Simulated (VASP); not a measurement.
# P3OsW (P4mm) in VASP: notebook, part 2 of 2

VASP 6.6.1. Earlier steps stand in the parts before.

## 5. Single point, PBE

This run uses another cell than the first one, of 16.61 Å³/atom.

Contents of INCAR:

```
ALGO = Normal
EDIFF = 1E-6
ENCUT = 520
GGA = PE
ISIF = 2
ISMEAR = 0
LASPH = True
LCHARG = False
LREAL = False
LWAVE = False
NBANDS = 26
NELM = 60
PREC = Accurate
SIGMA = 0.1
```

Contents of KPOINTS:

```
k-points
0
Gamma
  10 10 6
```

Contents of POSCAR:

```
P3OsW
1.0
    3.6243690900      0.0000000000      0.0000000000
    0.0000000000      3.6243690900      0.0000000000
    0.0000000000      0.0000000000      6.3216627817
P Os W
3 1 1
Direct
    0.5000000000      0.5000000000      0.9808958732
    0.0000000000      0.5000000000      0.3814058758
    0.5000000000      0.0000000000      0.3814058758
    0.5000000000      0.5000000000      0.6026870691
    0.0000000000      0.0000000000      0.1136053062
```

Potentials or basis: VASP PAW PBE potentials, release 64 (P, Os, W_sv).

Run with:

```console
cat potpaw_PBE.64/P/POTCAR potpaw_PBE.64/Os/POTCAR potpaw_PBE.64/W_sv/POTCAR > POTCAR
mpirun -np 1 vasp_std > vasp.out
```

OUTCAR:

```text
EDIFF = 1E-6
   ENCUT = 520
   GGA = PE
   ISIF = 2
   ISMEAR = 0
   LASPH = True
   LREAL = False
   NELM = 60
   PREC = Accurate

 ion  position               nearest neighbor table
   1  0.500  0.500  0.981-   4 2.39   5 2.70   5 2.70   5 2.70   5 2.70
   2  0.000  0.500  0.381-   4 2.29   4 2.29   5 2.48   5 2.48   3 2.56   3 2.56   3 2.56   3 2.56

   3  0.500  0.000  0.381-   4 2.29   4 2.29   5 2.48   5 2.48   2 2.56   2 2.56   2 2.56   2 2.56

   4  0.500  0.500  0.603-   2 2.29   3 2.29   3 2.29   2 2.29   1 2.39
   5  0.000  0.000  0.114-   2 2.48   3 2.48   2 2.48   3 2.48   1 2.70   1 2.70   1 2.70   1 2.70

  LATTYP: Found a simple tetragonal cell.
 ALAT       =     3.6243690900
 C/A-ratio  =     1.7442105439

  Lattice vectors:

 A1 = (   3.6243690900,   0.0000000000,   0.0000000000)
 A2 = (   0.0000000000,   3.6243690900,   0.0000000000)
 A3 = (   0.0000000000,   0.0000000000,   6.3216627817)

Analysis of symmetry for initial positions (statically):
=====================================================================
 Subroutine PRICEL returns:
 Original cell was already a primitive cell.

 Routine SETGRP: Setting up the symmetry group for a
 simple tetragonal supercell.

 Subroutine GETGRP returns: Found  8 space group operations
 (whereof  8 operations were pure point group operations)
 out of a pool of 16 trial point group operations.

The static configuration has the point symmetry C_4v.

Analysis of symmetry for dynamics (positions and initial velocities):
=====================================================================
 Subroutine PRICEL returns:
 Original cell was already a primitive cell.

 Routine SETGRP: Setting up the symmetry group for a
 simple tetragonal supercell.

 Subroutine GETGRP returns: Found  8 space group operations
[... 121 lines left out ...]
   NUPDOWN=      -1.0000    fix difference up-down
   EMIN   =  10.00;   EMAX   =-10.00  energy-range for DOS
   EFERMI =   0.00;   METHOD = LEGACY
   ISMEAR =     0;   SIGMA  =   0.10  broadening in eV -4-tet -1-fermi 0-gaus
   EFERMI_NEDOS =   21; number of points for ismear=-14 and -15
   IALGO  =     38    algorithm
   IMIX   =      4    mixing-type and parameters
     AMIX     =   0.40;   BMIX     =  1.00
     AMIX_MAG =   1.60;   BMIX_MAG =  1.00
  volume/ion in A,a.u.               =      16.61       112.08
  Fermi-wavevector in a.u.,A,eV,Ry     =   1.250384  2.362883 21.272161  1.563460
  Thomas-Fermi vector in A             =   2.384381
   LORBIT       =      0    0 simple, 1 ext, 2 COOP (PROOUT), +10 PAW based schemes
   GGA     = PE    functional components
   LHFCALC =     F    Hartree Fock is set to
   AEXX    =    0.0000 exact exchange contribution
   IVDW    =     0    specifies the selected vdW correction
   LEPSILON=     F    determine dielectric tensor
   LRPA    =     F    only Hartree local field effects (RPA)
 non-spin polarized calculation
 Gauss-broadening in eV      SIGMA  =   0.10
  energy-cutoff  :      520.00
  volume of cell :       83.04
 maximum number of plane-waves:      2264
 NGX is ok and might be reduce to    28
   NGX = 13   NGY = 13   NGZ = 23

 number of electron      37.0000005 magnetization

 Free energy of the ion-electron system (eV)
  ---------------------------------------------------
  ext. energy  EPLUGINS =         0.00000000
  ---------------------------------------------------
  free energy    TOTEN  =       -39.26793701 eV

  energy without entropy =      -39.24972626  energy(sigma->0) =      -39.25883164

 E-fermi :   8.7077     XC(G=0): -11.4579

 val. band max:        8.7028594769   @ k =   0.4000   0.4000   0.5000
 cond. band min:       8.7167463066   @ k =   0.3000   0.1000   0.5000
 fundamental gap:      0.0138868297
 Fermi energy:         8.7077134958

 k-point     1 :       0.0000    0.0000    0.0000
  band No.  band energies     occupation
      1     -66.0804      2.00000
      2     -30.3374      2.00000
      3     -30.2882      2.00000
      4     -30.2882      2.00000
      5      -7.0296      2.00000
      6      -2.9564      2.00000
[... 685 lines left out ...]
     25      12.6431      0.00000
     26      12.6459      0.00000

 [... further k-points ...]
[... 5 lines left out ...]
  --------------------------------------------------------------------------------------
  -------------------------------------------------------------------------------------
  Total        0.1913988      0.1913988      0.2424901      0.0000000      0.0000000      0.0000000
  in kB        3.6927811      3.6927811      4.6785196      0.0000000      0.0000000      0.0000000
  external PRESSURE =       4.0213606 kB  Pullay stress =       0.0000000 kB

 VOLUME and BASIS-vectors are now :
 -----------------------------------------------------------------------------
  energy-cutoff  :      520.00
  volume of cell :       83.04
      direct lattice vectors                 reciprocal lattice vectors
     3.624369090  0.000000000  0.000000000     0.275910089  0.000000000  0.000000000
     0.000000000  3.624369090  0.000000000     0.000000000  0.275910089  0.000000000
     0.000000000  0.000000000  6.321662782     0.000000000  0.000000000  0.158186230

 POSITION                                       TOTAL-FORCE (eV/Angst)
 -----------------------------------------------------------------------------------
      1.81218      1.81218      6.20089         0.000000     -0.000000      0.048834
      0.00000      1.81218      2.41112         0.000000      0.000000     -0.071264
      1.81218      0.00000      2.41112         0.000000     -0.000000     -0.071264
      1.81218      1.81218      3.80998         0.000000      0.000000      0.079675
      0.00000      0.00000      0.71817         0.000000      0.000000      0.014020
 -----------------------------------------------------------------------------------
    total drift:                               -0.000000     -0.000000      0.000009

  FREE ENERGIE OF THE ION-ELECTRON SYSTEM (eV)
  ---------------------------------------------------
  free  energy   TOTEN  =       -39.2679370114 eV

  energy  without entropy=      -39.2497262631  energy(sigma->0) =      -39.25883164
```

OSZICAR:

```text
N       E                     dE             d eps       ncg     rms          rms(c)
DAV:   1     0.271430296425E+03    0.27143E+03   -0.17994E+04  4560   0.136E+03
DAV:   2    -0.219759014754E+02   -0.29341E+03   -0.28222E+03  4712   0.387E+02
DAV:   3    -0.410434901026E+02   -0.19068E+02   -0.18526E+02  5882   0.843E+01
DAV:   4    -0.415379156896E+02   -0.49443E+00   -0.49074E+00  5366   0.140E+01
DAV:   5    -0.415487274026E+02   -0.10812E-01   -0.10792E-01  5950   0.206E+00    0.297E+01
DAV:   6    -0.397896071943E+02    0.17591E+01   -0.14175E+01  5392   0.204E+01    0.101E+01
DAV:   7    -0.400519807616E+02   -0.26237E+00   -0.11191E+01  5828   0.153E+01    0.959E+00
DAV:   8    -0.393582904464E+02    0.69369E+00   -0.50210E+00  6120   0.118E+01    0.608E+00
DAV:   9    -0.392676151888E+02    0.90675E-01   -0.40159E-01  5756   0.385E+00    0.649E-01
DAV:  10    -0.392681085492E+02   -0.49336E-03   -0.35874E-02  5750   0.104E+00    0.436E-01
DAV:  11    -0.392679300125E+02    0.17854E-03   -0.17461E-03  5512   0.280E-01    0.305E-01
DAV:  12    -0.392679775912E+02   -0.47579E-04   -0.49213E-04  5256   0.116E-01    0.792E-02
DAV:  13    -0.392679383432E+02    0.39248E-04   -0.33278E-04  6204   0.105E-01    0.379E-02
DAV:  14    -0.392679378933E+02    0.44994E-06   -0.33729E-05  5494   0.329E-02    0.113E-02
DAV:  15    -0.392679370114E+02    0.88187E-06   -0.23965E-06  3184   0.897E-03
   1 F= -.39267937E+02 E0= -.39258832E+02  d E =-.182107E-01
```

stdout:

```text
POSCAR found type information on POSCAR P OsW
 POSCAR found :  3 types and       5 ions
 scaLAPACK will be used
 LDA part: xc-table for (Slater+PW92), standard interpolation
 POSCAR, INCAR and KPOINTS ok, starting setup
 FFT: planning ... GRIDC
 FFT: planning ... GRID_SOFT
 FFT: planning ... GRID
 WAVECAR not read
 entering main loop
```

It took 2.6 min on 1 thread of Intel Xeon Platinum 8259CL at 2.50GHz (Skylake/Cascade Lake), shared host; peak memory 0.31 GiB.

Results:

| Item | Value |
| --- | --- |
| Free energy | -39.2679 eV |
| Pressure | 0.4 GPa |
| Largest force | 0.080 eV/Å |
| Band gap on the k mesh | zero (an odd number of electrons rules out a gap without spin polarisation) |

Forces in eV/Å, atoms in the order of the input:
```
P    0.000  0.000  0.049
P    0.000  0.000 -0.071
P    0.000  0.000 -0.071
Os   0.000  0.000  0.080
W    0.000  0.000  0.014
```

Caveat: spin-orbit coupling is left out, which moves the levels of the heavy elements; an odd number of electrons without spin polarisation forces a metal; a magnetic or distorted state may lie lower.

## 6. Relaxation of cell and atoms, PBE

This run uses another cell than the first one, of 16.70 Å³/atom.

Contents of INCAR:

```
SYSTEM = P3OsW
PREC = Accurate
ENCUT = 600
EDIFF = 1E-6
ISMEAR = 0
SIGMA = 0.1
LREAL = .FALSE.
LASPH = .TRUE.
NELM = 100
ALGO = Normal
ISIF = 3
LWAVE = .FALSE.
LCHARG = .FALSE.
GGA = PE
IBRION = 2
NSW = 90
EDIFFG = -0.04
```

Contents of KPOINTS:

```
regular mesh
0
G
  6 6 4
  0 0 0
```

Contents of POSCAR:

```
P3OsW
1.0
    3.6456274775      0.0000000000      0.0000000000
    0.0000000000      3.6456274775      0.0000000000
    0.0000000000      0.0000000000      6.2831167015
P Os W
3 1 1
Direct
    0.5000000000      0.5000000000      0.9820676083
    0.0000000000      0.5000000000      0.3821901280
    0.5000000000      0.0000000000      0.3821901280
    0.5000000000      0.5000000000      0.5994297008
    0.0000000000      0.0000000000      0.1141224349
```

Potentials or basis: VASP PAW PBE potentials, release 64 (P, Os, W_sv).

Run with:

```console
cat potpaw_PBE.64/P/POTCAR potpaw_PBE.64/Os/POTCAR potpaw_PBE.64/W_sv/POTCAR > POTCAR
mpirun -np 1 vasp_std > vasp.out
```

Wall time 7.2 min (1 thread of Intel Xeon Platinum 8259CL at 2.50GHz (Skylake/Cascade Lake), shared host); peak memory 0.26 GiB.

Results (log left out):

```
Free energy                  : -39.3089 eV
Energy gained by relaxing    : 4.9 meV/atom
Ionic steps                  : 11
Pressure after relaxing      : 0.0 GPa
Largest force after relaxing : 0.010 eV/Å
Band gap on the k mesh       : zero (an odd number of electrons rules out a gap without spin polarisation)
```

Forces on the atoms (eV/Å):
```
P    0.000  0.000 -0.003
P    0.000  0.000  0.006
P    0.000  0.000  0.006
Os   0.000  0.000 -0.010
W    0.000  0.000  0.001
```

Stress tensor (GPa, compression positive):
```
-0.03  0.00  0.00
 0.00 -0.03  0.00
 0.00  0.00  0.21
```

The path:
```
step  energy change (eV)  largest force (eV/Å)  pressure (GPa)  volume (Å³)
   1              0.0000                0.9065            0.71        83.51
   2              0.0151                1.3438           -2.81        84.40
   3             -0.0177                0.1728           -0.87        83.88
   4             -0.0188                0.1502            1.00        83.00
   5             -0.0202                0.0789            0.19        83.37
   6             -0.0213                0.0844            0.09        83.42
   7             -0.0215                0.1406            0.03        83.45
   8             -0.0224                0.1049           -0.11        83.51
   9             -0.0235                0.1153           -0.44        83.68
  10             -0.0241                0.0604           -0.18        83.58
  11             -0.0243                0.0104            0.05        83.50
```

Final structure:
```
P Os W
1.0
     3.60965    0.00000    0.00000
     0.00000    3.60965    0.00000
     0.00000    0.00000    6.40863
P Os W
3 1 1
Direct
  0.50000 0.50000 0.97741
  0.00000 0.50000 0.38173
  0.50000 0.00000 0.38173
  0.50000 0.50000 0.60137
  0.00000 0.00000 0.11777
```

Levels at points of the mesh, in eV from the Fermi level:
| k point | band 17 | band 18 | band 19 | band 20 | band 21 | band 22 |
| --- | --- | --- | --- | --- | --- | --- |
| (0.00, 0.00, 0.00) | -2.12 | -1.90 | -0.73 | -0.18 | 0.79 | 2.79 |
| (0.50, 0.00, 0.00) | -1.95 | -0.98 | -0.91 | 0.42 | 1.20 | 1.77 |
| (0.50, 0.50, 0.00) | -0.93 | -0.93 | -0.91 | 0.11 | 0.39 | 0.74 |
| (0.00, 0.00, 0.50) | -0.81 | -0.74 | -0.74 | 0.03 | 0.26 | 2.05 |
| (0.50, 0.00, 0.50) | -1.73 | -1.12 | -1.03 | 0.19 | 0.53 | 1.05 |
| (0.50, 0.50, 0.50) | -0.74 | -0.74 | -0.36 | 0.11 | 0.42 | 1.71 |

Caveat: spin-orbit coupling is left out, which moves the levels of the heavy elements; an odd number of electrons without spin polarisation forces a metal; a magnetic or distorted state may lie lower.

## 7. Relaxation of cell and atoms, PBE

Contents of INCAR:

```
PREC = Accurate ; ENCUT = 600
EDIFF = 1E-7 ; ISMEAR = 0
SIGMA = 0.1 ; LREAL = F
LASPH = T ; NELM = 100
ALGO = Normal ; ISIF = 3
LWAVE = F ; LCHARG = F
GGA = PE ; IBRION = 2
NSW = 100 ; EDIFFG = -0.01
```

Contents of KPOINTS:

```
Automatic mesh
0
Gamma
  10 10 6
```

Contents of POSCAR:

```
P3OsW
1.0
    3.5824469763      0.0000000000      0.0000000000
    0.0000000000      3.5824469763      0.0000000000
    0.0000000000      0.0000000000      6.4929892035
P Os W
3 1 1
Direct
    0.5000000000      0.5000000000      0.9727525114
    0.0000000000      0.5000000000      0.3835301023
    0.5000000000      0.0000000000      0.3835301023
    0.5000000000      0.5000000000      0.6005591286
    0.0000000000      0.0000000000      0.1196281555
```

Potentials or basis: VASP PAW PBE potentials, release 64 (P, Os, W_sv).

Run with:

```console
cat potpaw_PBE.64/P/POTCAR potpaw_PBE.64/Os/POTCAR potpaw_PBE.64/W_sv/POTCAR > POTCAR
mpirun -np 1 vasp_std > vasp.out
```

OUTCAR:

```text
PREC = Accurate
   ENCUT = 600
   EDIFF = 1E-7
   ISMEAR = 0
   LREAL = F
   LASPH = T
   NELM = 100
   ISIF = 3
   GGA = PE
   IBRION = 2
   NSW = 100
   EDIFFG = -0.01

 ion  position               nearest neighbor table
   1  0.500  0.500  0.973-   4 2.42   5 2.71   5 2.71   5 2.71   5 2.71
   2  0.000  0.500  0.384-   4 2.28   4 2.28   5 2.48   5 2.48   3 2.53   3 2.53   3 2.53   3 2.53

   3  0.500  0.000  0.384-   4 2.28   4 2.28   5 2.48   5 2.48   2 2.53   2 2.53   2 2.53   2 2.53

   4  0.500  0.500  0.601-   2 2.28   3 2.28   3 2.28   2 2.28   1 2.42
   5  0.000  0.000  0.120-   2 2.48   3 2.48   2 2.48   3 2.48   1 2.71   1 2.71   1 2.71   1 2.71

  LATTYP: Found a simple tetragonal cell.
 ALAT       =     3.5824469763
 C/A-ratio  =     1.8124453052

  Lattice vectors:

 A1 = (   3.5824469763,   0.0000000000,   0.0000000000)
 A2 = (   0.0000000000,   3.5824469763,   0.0000000000)
[... 382 lines left out ...]

 Free energy of the ion-electron system (eV)
  ---------------------------------------------------
  ext. energy  EPLUGINS =         0.00000000
  ---------------------------------------------------
  free energy    TOTEN  =       -39.26981549 eV

  energy without entropy =      -39.25193049  energy(sigma->0) =      -39.26087299

 E-fermi :   8.6680     XC(G=0): -11.4467

 val. band max:        8.6649877695   @ k =   0.5000   0.3000   0.5000
 cond. band min:       8.6766613561   @ k =   0.4000   0.4000   0.5000
 fundamental gap:      0.0116735866
 Fermi energy:         8.6679671714

 k-point     1 :       0.0000    0.0000    0.0000
  band No.  band energies     occupation
      1     -66.0967      2.00000
      2     -30.3564      2.00000
      3     -30.3055      2.00000
      4     -30.3055      2.00000
      5      -7.0303      2.00000
      6      -2.9688      2.00000
[... 589 lines left out ...]
     21       9.5868      0.00000
     22      10.2007      0.00000

 [... further k-points ...]
[... 5 lines left out ...]
  --------------------------------------------------------------------------------------
  -------------------------------------------------------------------------------------
  Total        0.0038467      0.0038467      0.0061889      0.0000000     -0.0000000      0.0000000
  in kB        0.0740524      0.0740524      0.1191422      0.0000000     -0.0000000      0.0000000
  external PRESSURE =       0.0890823 kB  Pullay stress =       0.0000000 kB
[... 20 lines left out ...]
  FREE ENERGIE OF THE ION-ELECTRON SYSTEM (eV)
  ---------------------------------------------------
  free  energy   TOTEN  =       -39.2698154899 eV

  energy  without entropy=      -39.2519304939  energy(sigma->0) =      -39.26087299

 reached required accuracy - stopping structural energy minimisation
```

Run time: 25 min. Hardware: 1 thread of Intel Xeon Platinum 8259CL at 2.50GHz (Skylake/Cascade Lake), shared host; peak memory 0.37 GiB.

What came out:

- Free energy: -39.2698 eV
- Relaxed volume: 16.65 Å³/atom
- Relaxed cell: a = 3.631 Å, b = 3.631 Å, c = 6.314 Å, α = 90.00°, β = 90.00°, γ = 90.00°
- Space group after relaxing (to 0.1 Å): P4mm (No. 99)
- Energy gained by relaxing: 4.1 meV/atom
- Ionic steps: 13
- Pressure after relaxing: 0.0 GPa
- Largest force after relaxing: 0.003 eV/Å
- Band gap on the k mesh: zero (an odd number of electrons rules out a gap without spin polarisation)

Forces in eV/Å, atoms in the order of the input:
```
P    0.000  0.000 -0.001
P    0.000  0.000  0.000
P    0.000  0.000  0.000
Os   0.000  0.000  0.003
W    0.000  0.000 -0.002
```

The path:
```csv
step,energy change (eV),largest force (eV/Å),pressure (GPa),volume (Å³)
1,0.0000,0.1854,0.53,83.33
2,-0.0033,0.2243,-1.24,84.00
3,-0.0036,0.1622,-0.84,83.84
4,-0.0074,0.1857,-0.70,83.76
5,-0.0149,0.2591,-0.25,83.51
6,-0.0091,0.3992,0.68,82.97
7,-0.0163,0.3076,0.04,83.36
8,-0.0196,0.1114,0.02,83.31
9,-0.0201,0.1090,0.01,83.28
10,-0.0204,0.0326,-0.16,83.29
11,-0.0204,0.0176,-0.12,83.29
12,-0.0204,0.0185,0.12,83.18
13,-0.0204,0.0034,0.01,83.23
```

Final structure:
```xyz
5
Lattice="3.6306 0.0000 0.0000 0.0000 3.6306 0.0000 0.0000 0.0000 6.3140" Properties=species:S:1:pos:R:3 pbc="T T T"
P     1.8153    1.8153    6.2002
P     0.0000    1.8153    2.4041
P     1.8153    0.0000    2.4041
Os    1.8153    1.8153    3.8066
W     0.0000    3.6306    0.7175
```

Levels at points of the mesh, in eV from the Fermi level:
```
           k point  band 16  band 17  band 18  band 19  band 20  band 21  band 22
(0.00, 0.00, 0.00)    -2.19    -2.19    -1.86    -0.73    -0.14     1.06     2.74
(0.50, 0.00, 0.00)    -2.45    -1.88    -0.94    -0.83     0.54     1.22     1.89
(0.50, 0.50, 0.00)    -2.04    -0.89    -0.88    -0.88     0.12     0.36     0.79
(0.00, 0.00, 0.50)    -1.80    -0.82    -0.77    -0.77     0.30     0.34     2.11
(0.50, 0.00, 0.50)    -2.84    -1.62    -1.07    -0.95     0.27     0.59     1.04
(0.50, 0.50, 0.50)    -2.04    -0.64    -0.64    -0.25     0.12     0.36     1.85
```

Caveat: spin-orbit coupling is left out, which moves the levels of the heavy elements; an odd number of electrons without spin polarisation forces a metal; a magnetic or distorted state may lie lower.

## 8. Summary

| task | cell | k mesh | cutoff (eV) | gap on the mesh (eV) | pressure (GPa) | relaxed volume (Å³/atom) | largest force (eV/Å) |
| --- | --- | --- | --- | --- | --- | --- | --- |
| single point | a = 3.582, b = 3.582, c = 6.493 Å, 5 atoms, atomic positions A | 6 × 6 × 4 | 520 | none | 0.4 | - | 0.11 |
| relaxation of cell and atoms | relaxed from a = 4.097, b = 4.097, c = 4.148 Å, 5 atoms, atomic positions B | 4 × 4 × 4 | 600 | none | 0.0 | 16.72 | 0.03 |
| single point | a = 3.624, b = 3.624, c = 6.322 Å, 5 atoms, atomic positions C | 10 × 10 × 6 | 520 | none | 0.4 | - | 0.08 |
| relaxation of cell and atoms | relaxed from a = 3.646, b = 3.646, c = 6.283 Å, 5 atoms, atomic positions D | 6 × 6 × 4 | 600 | none | 0.0 | 16.70 | 0.01 |
| relaxation of cell and atoms | relaxed from a = 3.582, b = 3.582, c = 6.493 Å, 5 atoms, atomic positions A | 10 × 10 × 6 | 600 | none | 0.0 | 16.65 | - |

Alike in all rows: level PBE; potentials or basis VASP PAW PBE potentials, release 64 (P, Os, W_sv); no spin polarisation; smearing gaussian 0.1 eV.

Caveats: some runs use coarse meshes; spin-orbit coupling is left out, which moves the levels of the heavy elements; an odd number of electrons without spin polarisation forces a metal; a magnetic or distorted state may lie lower; the volume moved by over 15 % at a fixed basis, so the end points are rough (at least some runs).

Absolute energies hang on the potentials; compare differences alone.

The gap in the log of VASP goes by the Fermi energy; the results here count the filled bands.